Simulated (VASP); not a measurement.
# Ga2GeO2 (P6/mmm) in VASP: further runs

The runs below take Ga2GeO2 through single point, relaxation of cell and atoms, with PBE.

Program: VASP 6.6.1. These are calculated values, not measurements. Logs are shortened: lines on timing, memory, paths and dates and some standing lists are left out, and cuts for length are marked.

## 1. The cell of the first run

It takes space group P6/mmm (No. 191, hexagonal). The conventional cell has a = 4.773 Å, b = 4.773 Å, c = 4.424 Å, α = 90.00°, β = 90.00°, γ = 120.00°. Within 3.6 Å of Ga (site symmetry -6m2) lie 3 Ga at 2.76 Å and 6 O at 2.89 Å and 6 Ge at 3.53 Å. Ge (site symmetry 6/mmm) has 2 O at 1.33 Å within 1.8 Å. Within 1.8 Å of O (site symmetry 6mm) lie 1 Ge at 1.33 Å and 1 O at 1.76 Å.

The cell was built from a structure type or drawn by symmetry, and may not be a known phase.

## 2. Single point, PBE

INCAR reads:

```
SYSTEM = Ga2GeO2
ALGO = Normal ; EDIFF = 1E-6
ENCUT = 520 ; GGA = PE
ISIF = 2 ; ISMEAR = 0
LASPH = .TRUE. ; LCHARG = .FALSE.
LREAL = .FALSE. ; LWAVE = .FALSE.
NBANDS = 34 ; NELM = 100
PREC = Accurate ; SIGMA = 0.1
```

KPOINTS reads:

```
k-points
0
G
  6 6 4
  0 0 0
```

POSCAR reads:

```
Ga2GeO2
1.0
    4.7734716700      0.0000000000      0.0000000000
   -2.3867358400      4.1339477300      0.0000000000
    0.0000000000      0.0000000000      4.4238349600
Ga Ge O
2 1 2
Direct
    0.3333333300      0.6666666700      0.5000000000
    0.6666666700      0.3333333300      0.5000000000
    0.0000000000      0.0000000000      0.0000000000
    0.0000000000      0.0000000000      0.6985633700
    0.0000000000      0.0000000000      0.3014366300
```

Potentials or basis: VASP PAW PBE potentials, release 64 (Ga_d, Ge_d, O).

On the command line:

```console
cat potpaw_PBE.64/Ga_d/POTCAR potpaw_PBE.64/Ge_d/POTCAR potpaw_PBE.64/O/POTCAR > POTCAR
mpirun -np 1 vasp_std > vasp.out
```

OUTCAR:

```text
SYSTEM = Ga2GeO2
   EDIFF = 1E-6
   ENCUT = 520
   GGA = PE
   ISIF = 2
   ISMEAR = 0
   LASPH = .TRUE.
   LREAL = .FALSE.
   NELM = 100
   PREC = Accurate

 ion  position               nearest neighbor table
   1  0.333  0.667  0.500-   2 2.76   2 2.76   2 2.76
   2  0.667  0.333  0.500-   1 2.76   1 2.76   1 2.76
   3  0.000  0.000  0.000-   4 1.33   5 1.33
   4  0.000  0.000  0.699-   3 1.33   5 1.76
   5  0.000  0.000  0.301-   3 1.33   4 1.76

  LATTYP: Found a hexagonal cell.
 ALAT       =     4.7734716700
 C/A-ratio  =     0.9267542086

  Lattice vectors:

 A1 = (   4.7734716700,   0.0000000000,   0.0000000000)
 A2 = (  -2.3867358400,   4.1339477300,   0.0000000000)
 A3 = (   0.0000000000,   0.0000000000,   4.4238349600)

Analysis of symmetry for initial positions (statically):
=====================================================================
 Subroutine PRICEL returns:
 Original cell was already a primitive cell.

 Routine SETGRP: Setting up the symmetry group for a
 hexagonal supercell.

 Subroutine GETGRP returns: Found 24 space group operations
 (whereof 24 operations were pure point group operations)
 out of a pool of 24 trial point group operations.

The static configuration has the point symmetry D_6h.

Analysis of symmetry for dynamics (positions and initial velocities):
=====================================================================
 Subroutine PRICEL returns:
 Original cell was already a primitive cell.

 Routine SETGRP: Setting up the symmetry group for a
 hexagonal supercell.

 Subroutine GETGRP returns: Found 24 space group operations
 (whereof 24 operations were pure point group operations)
 out of a pool of 24 trial point group operations.

The dynamic configuration has the point symmetry D_6h.

 Subroutine INISYM returns: Found 24 space group operations
 (whereof 24 operations are pure point group operations),
 and found     1 'primitive' translations

----------------------------------------------------------------------------------------

                                     Primitive cell

  volume of cell :      87.2968

  direct lattice vectors                    reciprocal lattice vectors
     4.773471670  0.000000000  0.000000000     0.209491135  0.120949764  0.000000000
    -2.386735840  4.133947730  0.000000000     0.000000000  0.241899527  0.000000000
     0.000000000  0.000000000  4.423834960     0.000000000  0.000000000  0.226048216

  length of vectors
     4.773471670  4.773471672  4.423834960     0.241899527  0.241899527  0.226048216

  position of ions in fractional coordinates (direct lattice)
     0.333333330  0.666666670  0.500000000
     0.666666670  0.333333330  0.500000000
     0.000000000  0.000000000  0.000000000
     0.000000000  0.000000000  0.698563370
     0.000000000  0.000000000  0.301436630

  ion indices of the primitive-cell ions
   primitive index   ion index
                 1           1
                 2           2
                 3           3
                 4           4
                 5           5

----------------------------------------------------------------------------------------

 KPOINTS: k-points

Automatic generation of k-mesh.
 Grid dimensions read from file:
 generate k-points for:    6    6    4

 Generating k-lattice:

  Cartesian coordinates                     Fractional coordinates (reciprocal lattice)
     0.034915189  0.020158294  0.000000000     0.166666667  0.000000000  0.000000000
     0.000000000  0.040316588  0.000000000     0.000000000  0.166666667  0.000000000
     0.000000000  0.000000000  0.056512054     0.000000000  0.000000000  0.250000000

  Length of vectors
     0.040316588  0.040316588  0.056512054

  Shift w.r.t. Gamma in fractional coordinates (k-lattice)
     0.000000000  0.000000000  0.000000000

 Subroutine IBZKPT returns following result:
 ===========================================

 Found     21 irreducible k-points:

 Following reciprocal coordinates:
            Coordinates               Weight
  0.000000  0.000000  0.000000      1.000000
  0.166667  0.000000  0.000000      6.000000
  0.333333 -0.000000  0.000000      6.000000
  0.500000 -0.000000  0.000000      3.000000
  0.166667  0.166667  0.000000      6.000000
  0.333333  0.166667  0.000000     12.000000
[... 13 lines left out ...]
  0.333333  0.166667  0.500000     12.000000
  0.333333  0.333333  0.500000      2.000000
   k-points           NKPTS =     21   k-points in BZ     NKDIM =     21   number of bands    NBANDS=     34
   number of dos      NEDOS =    301   number of ions     NIONS =      5
   total plane-waves  NPLWV =  46656
   dimension x,y,z NGX =    36 NGY =   36 NGZ =   36
   dimension x,y,z NGXF=    72 NGYF=   72 NGZF=   72
   ions per type =               2   1   2
   NGX,Y,Z   is equivalent  to a cutoff of  12.54, 12.54, 13.53 a.u.
   NGXF,Y,Z  is equivalent  to a cutoff of  25.08, 25.08, 27.06 a.u.
 SYSTEM =  Ga2GeO2
   PREC   = accura    normal or accurate (medium, high low for compatibility)
   ISTART =      0    job   : 0-new  1-cont  2-samecut
   ICHARG =      2    charge: 1-file 2-atom 10-const
   ISPIN  =      1    spin polarized calculation?
   LNONCOLLINEAR =      F non collinear calculations
   LSORBIT =      F    spin-orbit coupling
   LASPH  =      T    aspherical Exc in radial PAW
   ENCUT  =  520.0 eV  38.22 Ry    6.18 a.u.   8.88  8.88  8.23*2*pi/ulx,y,z
   NELM   =    100;   NELMIN=  2; NELMDL= -5     # of ELM steps
   EDIFF  = 0.1E-05   stopping-criterion for ELM
   LREAL  =      F    real-space projection
   EDIFFG = 0.1E-04   stopping-criterion for IOM
   NSW    =      0    number of steps for IOM
   IBRION =     -1    ionic relax: 0-MD 1-quasi-New 2-CG
   NFREE  =      0    steps in history (QN), initial steepest desc. (CG)
   ISIF   =      2    stress and relaxation
   ISYM   =      2    0-nonsym 1-usesym 2-fastsym
   POTIM  = 0.5000    time-step for ionic-motion
   TEBEG  =    0.0;   TEEND  =   0.0 temperature during run
   PSTRESS=    0.0 pullay stress
   NELECT =      52.0000    total number of electrons
   NUPDOWN=      -1.0000    fix difference up-down
   EMIN   =  10.00;   EMAX   =-10.00  energy-range for DOS
   EFERMI =   0.00;   METHOD = LEGACY
   ISMEAR =     0;   SIGMA  =   0.10  broadening in eV -4-tet -1-fermi 0-gaus
   EFERMI_NEDOS =   21; number of points for ismear=-14 and -15
   IALGO  =     38    algorithm
   IMIX   =      4    mixing-type and parameters
     AMIX     =   0.40;   BMIX     =  1.00
     AMIX_MAG =   1.60;   BMIX_MAG =  1.00
  volume/ion in A,a.u.               =      17.46       117.82
  Fermi-wavevector in a.u.,A,eV,Ry     =   1.377452  2.603007 25.815347  1.897375
  Thomas-Fermi vector in A             =   2.502604
   LORBIT       =      0    0 simple, 1 ext, 2 COOP (PROOUT), +10 PAW based schemes
   GGA     = PE    functional components
   LHFCALC =     F    Hartree Fock is set to
   AEXX    =    0.0000 exact exchange contribution
   IVDW    =     0    specifies the selected vdW correction
   LEPSILON=     F    determine dielectric tensor
   LRPA    =     F    only Hartree local field effects (RPA)
 non-spin polarized calculation
 Gauss-broadening in eV      SIGMA  =   0.10
  energy-cutoff  :      520.00
  volume of cell :       87.30
 maximum number of plane-waves:      2368
 NGX is ok and might be reduce to    36
   NGX = 17   NGY = 17   NGZ = 17

 number of electron      51.9999994 magnetization

 Free energy of the ion-electron system (eV)
  ---------------------------------------------------
  ext. energy  EPLUGINS =         0.00000000
  ---------------------------------------------------
  free energy    TOTEN  =       -10.13694262 eV

  energy without entropy =      -10.12551270  energy(sigma->0) =      -10.13122766

 E-fermi :   4.3892     XC(G=0):  -9.8415

 val. band max:        4.3850018980   @ k =   0.5000  -0.0000   0.5000
 cond. band min:       4.4521368296   @ k =   0.1667   0.0000   0.2500
 fundamental gap:      0.0671349315
 Fermi energy:         4.3892025588

 k-point     1 :       0.0000    0.0000    0.0000
  band No.  band energies     occupation
      1     -25.4510      2.00000
      2     -21.9420      2.00000
      3     -21.9420      2.00000
      4     -21.6481      2.00000
      5     -21.6481      2.00000
      6     -16.9433      2.00000
[... 26 lines left out ...]
     33      10.4199      0.00000
     34      10.4199      0.00000

 k-point     2 :       0.1667    0.0000    0.0000
  band No.  band energies     occupation
      1     -25.4509      2.00000
      2     -21.9421      2.00000
      3     -21.9420      2.00000
      4     -21.6481      2.00000
      5     -21.6480      2.00000
      6     -16.9424      2.00000
[... 26 lines left out ...]
     33      10.0070      0.00000
     34      10.4435      0.00000

 k-point     3 :       0.3333   -0.0000    0.0000
  band No.  band energies     occupation
      1     -25.4506      2.00000
      2     -21.9422      2.00000
      3     -21.9421      2.00000
      4     -21.6481      2.00000
      5     -21.6477      2.00000
      6     -16.9409      2.00000
[... 26 lines left out ...]
     33      10.1732      0.00000
     34      10.6902      0.00000
[... 593 lines left out ...]
 k-point    20 :       0.3333    0.1667    0.5000
  band No.  band energies     occupation
      1     -25.3541      2.00000
      2     -21.9465      2.00000
      3     -21.9462      2.00000
      4     -21.6480      2.00000
      5     -21.6476      2.00000
      6     -18.1548      2.00000
[... 26 lines left out ...]
     33      10.4329      0.00000
     34      13.1934      0.00000

 k-point    21 :       0.3333    0.3333    0.5000
  band No.  band energies     occupation
      1     -25.3541      2.00000
      2     -21.9464      2.00000
      3     -21.9464      2.00000
      4     -21.6478      2.00000
      5     -21.6478      2.00000
      6     -18.1532      2.00000
[... 26 lines left out ...]
     33       9.8694      0.00000
     34      13.8166      0.00000

------------------------ aborting loop because EDIFF is reached ----------------------------------------

  FORCE on cell =-STRESS in cart. coord.  units (eV):
  Direction    XX          YY          ZZ          XY          YZ          ZX
  --------------------------------------------------------------------------------------
  -------------------------------------------------------------------------------------
  Total        2.9116461      2.9116461     97.5022875     -0.0000000      0.0000000      0.0000000
  in kB       53.4380899     53.4380899   1789.4812010     -0.0000001      0.0000000      0.0000000
  external PRESSURE =     632.1191269 kB  Pullay stress =       0.0000000 kB

 VOLUME and BASIS-vectors are now :
 -----------------------------------------------------------------------------
  energy-cutoff  :      520.00
  volume of cell :       87.30
      direct lattice vectors                 reciprocal lattice vectors
     4.773471670  0.000000000  0.000000000     0.209491135  0.120949764  0.000000000
    -2.386735840  4.133947730  0.000000000     0.000000000  0.241899527  0.000000000
     0.000000000  0.000000000  4.423834960     0.000000000  0.000000000  0.226048216

 POSITION                                       TOTAL-FORCE (eV/Angst)
 -----------------------------------------------------------------------------------
     -0.00000      2.75597      2.21192         0.000000      0.000000     -0.000000
      2.38674      1.37798      2.21192        -0.000000     -0.000000     -0.000000
      0.00000      0.00000      0.00000         0.000000      0.000000     -0.000000
      0.00000      0.00000      3.09033         0.000000     -0.000000    -21.355699
      0.00000      0.00000      1.33351         0.000000      0.000000     21.355699
 -----------------------------------------------------------------------------------
    total drift:                               -0.000000      0.000000      0.000000

  FREE ENERGIE OF THE ION-ELECTRON SYSTEM (eV)
  ---------------------------------------------------
  free  energy   TOTEN  =       -10.1369426163 eV

  energy  without entropy=      -10.1255126957  energy(sigma->0) =      -10.13122766
```

It took 88 s on 1 thread of Intel Xeon 8259CL, shared host; peak memory 0.23 GiB.

What came out:

```
Free energy            : -10.1369 eV
Pressure               : 63.2 GPa
Largest force          : 21.356 eV/Å
Band gap on the k mesh : zero (bands 26 and 27 overlap by 0.70 eV)
```

Forces in eV/Å, atoms in the order of the input:
```
Ga    0.000   0.000   0.000
Ga    0.000   0.000   0.000
Ge    0.000   0.000   0.000
O     0.000   0.000 -21.356
O     0.000   0.000  21.356
```

Caveat: the cell stands under pressure; forces of over 1 eV/Å act on the atoms, so gaps and moduli don't describe the material at rest.

## 3. Single point, PBE

This run uses another cell than the first one, of 22.08 Å³/atom.

INCAR reads:

```
PREC = Accurate ; ENCUT = 520
EDIFF = 1E-6 ; ISMEAR = 0
SIGMA = 0.1 ; LREAL = False
LASPH = True ; NELM = 60
ALGO = Normal ; ISIF = 2
LWAVE = False ; LCHARG = False
GGA = PE ; NBANDS = 34
```

KPOINTS reads:

```
regular mesh
0
Gamma
  6 6 4
```

POSCAR reads:

```
Ga2GeO2
1.0
    4.3399897875      0.0000000026      0.0000000000
   -2.1699948960      3.7585414069      0.0000000000
    0.0000000000      0.0000000000      6.7685388151
Ga Ge O
2 1 2
Direct
    0.3333333333      0.6666666667      0.5000000000
    0.6666666667      0.3333333333      0.5000000000
    0.0000000000      0.0000000000      0.0000000000
    0.0000000000      0.0000000000      0.7409529507
    0.0000000000      0.0000000000      0.2590470493
```

Potentials or basis: VASP PAW PBE potentials, release 64 (Ga_d, Ge_d, O).

On the command line:

```console
cat potpaw_PBE.64/Ga_d/POTCAR potpaw_PBE.64/Ge_d/POTCAR potpaw_PBE.64/O/POTCAR > POTCAR
mpirun -np 1 vasp_std > vasp.out
```

Wall time 91 s (1 thread of Intel Xeon 8259CL, shared host); peak memory 0.25 GiB.

Results (log left out):

```
Free energy            : -20.9385 eV
Pressure               : 0.0 GPa
Largest force          : 0.028 eV/Å
Band gap on the k mesh : zero (bands 26 and 27 overlap by 0.72 eV)
```

Forces on the atoms (eV/Å):
```
Ga   0.000  0.000  0.000
Ga   0.000  0.000  0.000
Ge   0.000  0.000  0.000
O    0.000  0.000 -0.028
O    0.000  0.000  0.028
```

Stress tensor (GPa, compression positive):
```
-0.07  0.00  0.00
 0.00 -0.07  0.00
 0.00  0.00  0.12
```

Levels at points of the mesh, in eV from the Fermi level:
```csv
k point,band 24,band 25,band 26,band 27,band 28,band 29
"(0.00, 0.00, 0.00)",-3.08,-0.55,-0.35,0.65,0.65,0.99
"(0.50, 0.00, 0.00)",-3.56,-3.17,-0.09,-0.06,0.68,2.31
"(0.00, 0.00, 0.50)",-3.28,-1.80,0.66,0.66,1.01,1.30
"(0.50, 0.00, 0.50)",-3.73,-2.48,0.04,0.30,0.62,2.24
```

(Continued in part 2 of 2.)
